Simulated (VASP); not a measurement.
Crystal: Rh.

```
CELL_PARAMETERS angstrom
0.00000 1.89785 1.89785
1.89785 0.00000 1.89785
1.89785 1.89785 0.00000
ATOMIC_POSITIONS crystal
Rh 0.00000 0.00000 0.00000
```

Program: VASP 6.6.1. Alike in all runs: task single point; no spin polarisation; cell as given; k mesh 15 × 15 × 15; cutoff (eV) 520; smearing gaussian 0.15 eV.

Task: Order these runs on this cell by their pressure, lowest first.
A. level r2SCAN; potentials or basis VASP PAW PBE potentials, release 64 (Rh_pv)
B. level LDA; potentials or basis VASP PAW LDA potentials, release 64 (Rh_pv)
C. level RPBE; potentials or basis VASP PAW PBE potentials, release 64 (Rh_pv)

Result: B (-8.9 GPa), A (2.2 GPa), C (12.4 GPa).

Caveats: the PAW data sets were made with another functional, which shifts forces and pressure a little (some runs).
